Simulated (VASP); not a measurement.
Set up this calculation in VASP 6.6.1, as the native input.

| Property | Result |
| --- | --- |
| Task | single point |
| Functional | PBEsol |
| Potentials or basis | VASP PAW PBE potentials, release 64 (Ge_d) |
| Cutoff | 520 eV |
| k mesh | 5 × 5 × 3 |
| Occupations | methfessel-paxton, width 0.1 eV |
| Spin | no spin polarisation |
| Dipole correction | no |
| Further INCAR settings | ALGO = Normal; EDIFF = 1e-07; NBANDS = 36 |

The structure of Ge lies in POSCAR:

```
Ge
1.0
    4.0280500000     -0.0588600000      0.0361800000
   -2.0650000000      3.3314100000      0.0136100000
    0.0597300000      0.0604300000      6.3765300000
Ge
4
Direct
    0.6851600000      0.3294500000      0.0906000000
    0.3538500000      0.6855800000      0.5613900000
    0.7000900000      0.3410400000      0.4434100000
    0.3506700000      0.7050200000      0.9347100000
```

The input as run:

INCAR

```
PREC = Accurate
ENCUT = 520
EDIFF = 1E-7
ISMEAR = 1
SIGMA = 0.1
LREAL = False
LASPH = True
NELM = 80
ALGO = Normal
ISIF = 2
LWAVE = False
LCHARG = False
GGA = PS
NBANDS = 36
```

KPOINTS

```
Automatic mesh
0
Gamma
  5 5 3
```

Potentials or basis: VASP PAW PBE potentials, release 64 (Ge_d).

The run is started by

```bash
$ cat potpaw_PBE.64/Ge_d/POTCAR > POTCAR
$ mpirun -np 1 vasp_std > vasp.out
```

It gave:

```json
{
  "Pressure": "8.1 GPa",
  "Largest force": "2.947 eV/Å",
  "Band gap on the k mesh": "zero (bands 28 and 29 overlap by 0.30 eV)"
}
```

Caveat: the k points lie up to 0.37 Å⁻¹ apart; semilocal functionals underestimate gaps, so a narrow gap can read as zero; the PAW data sets were made with another functional, which shifts forces and pressure a little.

Run time: 60 s on 1 thread of Intel(R) Xeon(R) 6975P-C (Granite Rapids), on a shared host, peak memory 0.23 GiB.
